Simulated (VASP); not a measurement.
# KBr (R-3m) in VASP: notebook

KBr is run at these levels: PBE, r2SCAN, HSE06; tasks: single point.

Everything below comes from runs of VASP 6.6.1. Logs are shortened: lines on timing, memory, paths and dates and some standing lists are left out, and cuts for length are marked.

## (1) The cell of the first run

It takes space group R-3m (No. 166, trigonal). Conventional cell: a = 4.839 Å, b = 4.839 Å, c = 10.990 Å, α = 90.00°, β = 90.00°, γ = 120.00°. K (site symmetry -3m) has 6 Br at 3.34 Å within 4.4 Å. Br (site symmetry -3m) has 6 K at 3.34 Å within 4.4 Å.

## (2) Single point, PBE (epitaxial 111 strain +3.6%)

The input, INCAR:

```
PREC = Accurate
ENCUT = 520
EDIFF = 1E-7
ISMEAR = -1
SIGMA = 0.02
LREAL = F
LASPH = T
NELM = 80
ALGO = Normal
ISIF = 2
LWAVE = F
LCHARG = F
GGA = PE
NBANDS = 15
```

The input, KPOINTS:

```
regular mesh
0
Gamma
  6 6 6
```

The input, POSCAR:

```
KBr
1.0
   -0.1662200127      3.2555691930      3.2555691930
    3.2555691930     -0.1662200127      3.2555691930
    3.2555691930      3.2555691930     -0.1662200127
K Br
1 1
Direct
    0.0000000000      0.0000000000      0.0000000000
    0.5000000000      0.5000000000      0.5000000000
```

Potentials or basis: VASP PAW PBE potentials, release 64 (K_sv, Br).

Run with:

```
$ cat potpaw_PBE.64/K_sv/POTCAR potpaw_PBE.64/Br/POTCAR > POTCAR
$ mpirun -np 1 vasp_std > vasp.out
```

OUTCAR:

```text
PREC = Accurate
   ENCUT = 520
   EDIFF = 1E-7
   ISMEAR = -1
   LREAL = F
   LASPH = T
   NELM = 80
   ISIF = 2
   GGA = PE

 ion  position               nearest neighbor table
   1  0.000  0.000  0.000-
   2  0.500  0.500  0.500-

  LATTYP: Found a trigonal (rhomboedric) cell.
 ALAT       =     4.6070696363
 COS(alpha) =     0.4483584749

  Lattice vectors:

 A1 = (  -0.1662200127,   3.2555691930,   3.2555691930)
 A2 = (   3.2555691930,  -0.1662200127,   3.2555691930)
 A3 = (   3.2555691930,   3.2555691930,  -0.1662200127)

Analysis of symmetry for initial positions (statically):
=====================================================================
 Subroutine PRICEL returns:
 Original cell was already a primitive cell.

 Routine SETGRP: Setting up the symmetry group for a
 trigonal (rhombohedral) supercell.

 Subroutine GETGRP returns: Found 12 space group operations
 (whereof 12 operations were pure point group operations)
 out of a pool of 12 trial point group operations.

The static configuration has the point symmetry D_3d.

Analysis of symmetry for dynamics (positions and initial velocities):
=====================================================================
 Subroutine PRICEL returns:
 Original cell was already a primitive cell.

 Routine SETGRP: Setting up the symmetry group for a
 trigonal (rhombohedral) supercell.

 Subroutine GETGRP returns: Found 12 space group operations
 (whereof 12 operations were pure point group operations)
 out of a pool of 12 trial point group operations.

The dynamic configuration has the point symmetry D_3d.

 Subroutine INISYM returns: Found 12 space group operations
 (whereof 12 operations are pure point group operations),
 and found     1 'primitive' translations

----------------------------------------------------------------------------------------

                                     Primitive cell

  volume of cell :      74.2904

  direct lattice vectors                    reciprocal lattice vectors
    -0.166220013  3.255569193  3.255569193    -0.142294367  0.149950404  0.149950404
     3.255569193 -0.166220013  3.255569193     0.149950404 -0.142294367  0.149950404
     3.255569193  3.255569193 -0.166220013     0.149950404  0.149950404 -0.142294367

  length of vectors
     4.607069636  4.607069636  4.607069636     0.255378021  0.255378021  0.255378021

  position of ions in fractional coordinates (direct lattice)
     0.000000000  0.000000000  0.000000000
     0.500000000  0.500000000  0.500000000

  ion indices of the primitive-cell ions
   primitive index   ion index
                 1           1
                 2           2

----------------------------------------------------------------------------------------

 KPOINTS: regular mesh

Automatic generation of k-mesh.
 Grid dimensions read from file:
 generate k-points for:    6    6    6

 Generating k-lattice:

  Cartesian coordinates                     Fractional coordinates (reciprocal lattice)
    -0.023715728  0.024991734  0.024991734     0.166666667  0.000000000  0.000000000
     0.024991734 -0.023715728  0.024991734     0.000000000  0.166666667  0.000000000
     0.024991734  0.024991734 -0.023715728     0.000000000  0.000000000  0.166666667

  Length of vectors
     0.042563004  0.042563004  0.042563004

  Shift w.r.t. Gamma in fractional coordinates (k-lattice)
     0.000000000  0.000000000  0.000000000

 Subroutine IBZKPT returns following result:
 ===========================================

 Found     32 irreducible k-points:

 Following reciprocal coordinates:
            Coordinates               Weight
  0.000000  0.000000  0.000000      1.000000
  0.166667 -0.000000 -0.000000      6.000000
  0.333333 -0.000000 -0.000000      6.000000
  0.500000  0.000000 -0.000000      3.000000
  0.166667  0.166667 -0.000000      6.000000
  0.333333  0.166667 -0.000000     12.000000
[... 16 lines left out ...]
  0.500000  0.500000  0.166667      6.000000
 -0.333333  0.500000  0.166667     12.000000
 [... further k-points ...]
   k-points           NKPTS =     32   k-points in BZ     NKDIM =     32   number of bands    NBANDS=     15
   number of dos      NEDOS =    301   number of ions     NIONS =      2
   total plane-waves  NPLWV =  46656
   dimension x,y,z NGX =    36 NGY =   36 NGZ =   36
   dimension x,y,z NGXF=    72 NGYF=   72 NGZF=   72
   ions per type =               1   1
   NGX,Y,Z   is equivalent  to a cutoff of  12.99, 12.99, 12.99 a.u.
   NGXF,Y,Z  is equivalent  to a cutoff of  25.98, 25.98, 25.98 a.u.
 SYSTEM =  unknown system
   PREC   = accura    normal or accurate (medium, high low for compatibility)
   ISTART =      0    job   : 0-new  1-cont  2-samecut
   ICHARG =      2    charge: 1-file 2-atom 10-const
   ISPIN  =      1    spin polarized calculation?
   LNONCOLLINEAR =      F non collinear calculations
   LSORBIT =      F    spin-orbit coupling
   LASPH  =      T    aspherical Exc in radial PAW
   ENCUT  =  520.0 eV  38.22 Ry    6.18 a.u.   8.57  8.57  8.57*2*pi/ulx,y,z
   NELM   =     80;   NELMIN=  2; NELMDL= -5     # of ELM steps
   EDIFF  = 0.1E-06   stopping-criterion for ELM
   LREAL  =      F    real-space projection
   EDIFFG = 0.1E-05   stopping-criterion for IOM
   NSW    =      0    number of steps for IOM
   IBRION =     -1    ionic relax: 0-MD 1-quasi-New 2-CG
   NFREE  =      0    steps in history (QN), initial steepest desc. (CG)
   ISIF   =      2    stress and relaxation
   ISYM   =      2    0-nonsym 1-usesym 2-fastsym
   POTIM  = 0.5000    time-step for ionic-motion
   TEBEG  =    0.0;   TEEND  =   0.0 temperature during run
   PSTRESS=    0.0 pullay stress
   NELECT =      16.0000    total number of electrons
   NUPDOWN=      -1.0000    fix difference up-down
   EMIN   =  10.00;   EMAX   =-10.00  energy-range for DOS
   EFERMI =   0.00;   METHOD = LEGACY
   ISMEAR =    -1;   SIGMA  =   0.02  broadening in eV -4-tet -1-fermi 0-gaus
   EFERMI_NEDOS =   21; number of points for ismear=-14 and -15
   IALGO  =     38    algorithm
   IMIX   =      4    mixing-type and parameters
     AMIX     =   0.40;   BMIX     =  1.00
     AMIX_MAG =   1.60;   BMIX_MAG =  1.00
  volume/ion in A,a.u.               =      37.15       250.67
  Fermi-wavevector in a.u.,A,eV,Ry     =   0.981305  1.854397 13.101857  0.962959
  Thomas-Fermi vector in A             =   2.112301
   LORBIT       =      0    0 simple, 1 ext, 2 COOP (PROOUT), +10 PAW based schemes
   GGA     = PE    functional components
   LHFCALC =     F    Hartree Fock is set to
   AEXX    =    0.0000 exact exchange contribution
   IVDW    =     0    specifies the selected vdW correction
   LEPSILON=     F    determine dielectric tensor
   LRPA    =     F    only Hartree local field effects (RPA)
 non-spin polarized calculation
  energy-cutoff  :      520.00
  volume of cell :       74.29
 maximum number of plane-waves:      2015
 NGX is ok and might be reduce to    36
   NGX = 17   NGY = 17   NGZ = 17

 number of electron      16.0000001 magnetization

 Free energy of the ion-electron system (eV)
  ---------------------------------------------------
  ext. energy  EPLUGINS =         0.00000000
  ---------------------------------------------------
  free energy    TOTEN  =        -6.21445513 eV

  energy without entropy =       -6.21445513  energy(sigma->0) =       -6.21445513

 E-fermi :  -1.3114     XC(G=0):  -7.2415

 val. band max:       -1.7568351250   @ k =   0.0000   0.0000   0.0000
 cond. band min:       2.4681313391   @ k =   0.0000   0.0000   0.0000
 fundamental gap:      4.2249664641
 Fermi energy:        -1.3114005690

 k-point     1 :       0.0000    0.0000    0.0000
  band No.  band energies     occupation
      1     -29.7356      2.00000
      2     -14.1116      2.00000
      3     -13.2150      2.00000
      4     -13.2060      2.00000
      5     -13.2060      2.00000
      6      -1.9027      2.00000
      7      -1.9027      2.00000
      8      -1.7568      2.00000
      9       2.4681      0.00000
     10       5.5356      0.00000
     11       5.5356      0.00000
     12       6.1574      0.00000
     13       6.5564      0.00000
     14       6.5564      0.00000
     15       9.6604      0.00000

 k-point     2 :       0.1667   -0.0000   -0.0000
  band No.  band energies     occupation
      1     -29.7345      2.00000
      2     -14.1642      2.00000
      3     -13.2164      2.00000
      4     -13.2061      2.00000
      5     -13.1384      2.00000
      6      -2.2269      2.00000
      7      -1.9771      2.00000
      8      -1.8475      2.00000
      9       3.0888      0.00000
     10       5.4966      0.00000
     11       5.8385      0.00000
     12       6.3947      0.00000
     13       6.8661      0.00000
     14       6.9132      0.00000
     15      10.4040      0.00000

 k-point     3 :       0.3333   -0.0000   -0.0000
  band No.  band energies     occupation
      1     -29.7323      2.00000
      2     -14.2529      2.00000
      3     -13.2205      2.00000
      4     -13.2063      2.00000
      5     -13.0177      2.00000
      6      -2.7613      2.00000
      7      -2.1181      2.00000
      8      -1.9903      2.00000
      9       4.2079      0.00000
     10       5.7031      0.00000
     11       6.6498      0.00000
     12       7.1859      0.00000
     13       7.6417      0.00000
     14       7.8235      0.00000
     15       9.3573      0.00000
[... 343 lines left out ...]
 k-point    23 :       0.5000    0.5000    0.1667
  band No.  band energies     occupation
      1     -29.7294      2.00000
      2     -14.0898      2.00000
      3     -13.2523      2.00000
      4     -13.2342      2.00000
      5     -13.1881      2.00000
      6      -2.6441      2.00000
      7      -2.2232      2.00000
      8      -2.2126      2.00000
      9       4.4061      0.00000
     10       5.5044      0.00000
     11       6.8685      0.00000
     12       7.5408      0.00000
     13       7.8383      0.00000
     14       8.5852      0.00000
     15       8.9466      0.00000

 k-point    24 :      -0.3333    0.5000    0.1667
  band No.  band energies     occupation
      1     -29.7294      2.00000
      2     -14.0915      2.00000
      3     -13.2825      2.00000
      4     -13.2470      2.00000
      5     -13.1453      2.00000
      6      -2.5411      2.00000
      7      -2.3456      2.00000
      8      -2.2428      2.00000
      9       4.7218      0.00000
     10       5.9135      0.00000
     11       6.3256      0.00000
     12       7.2139      0.00000
     13       8.0055      0.00000
     14       8.8341      0.00000
     15       9.2611      0.00000

 [... further k-points ...]

------------------------ aborting loop because EDIFF is reached ----------------------------------------

  FORCE on cell =-STRESS in cart. coord.  units (eV):
  Direction    XX          YY          ZZ          XY          YZ          ZX
  --------------------------------------------------------------------------------------
  -------------------------------------------------------------------------------------
  Total        0.0914612      0.0914612      0.0914612      0.1026683      0.1026683      0.1026683
  in kB        1.9724914      1.9724914      1.9724914      2.2141873      2.2141873      2.2141873
  external PRESSURE =       1.9724914 kB  Pullay stress =       0.0000000 kB

 VOLUME and BASIS-vectors are now :
 -----------------------------------------------------------------------------
  energy-cutoff  :      520.00
  volume of cell :       74.29
      direct lattice vectors                 reciprocal lattice vectors
    -0.166220013  3.255569193  3.255569193    -0.142294367  0.149950404  0.149950404
     3.255569193 -0.166220013  3.255569193     0.149950404 -0.142294367  0.149950404
     3.255569193  3.255569193 -0.166220013     0.149950404  0.149950404 -0.142294367

 POSITION                                       TOTAL-FORCE (eV/Angst)
 -----------------------------------------------------------------------------------
      0.00000      0.00000      0.00000        -0.000000      0.000000     -0.000000
      3.17246      3.17246      3.17246         0.000000     -0.000000      0.000000
 -----------------------------------------------------------------------------------
    total drift:                                0.000000      0.000000      0.000000

  FREE ENERGIE OF THE ION-ELECTRON SYSTEM (eV)
  ---------------------------------------------------
  free  energy   TOTEN  =        -6.2144551325 eV

  energy  without entropy=       -6.2144551325  energy(sigma->0) =       -6.21445513
```

Run time: 52 s. Hardware: 1 thread of AMD EPYC 7R43 (Zen 3), shared host; peak memory 0.18 GiB.

What came out:

```
Free energy            : -6.2145 eV
Pressure               : 0.2 GPa
Band gap on the k mesh : 4.22 eV
```

Caveat: the cell differs from its parent crystal (epitaxial 111 strain +3.6%).

(Continued in part 2 of 2.)
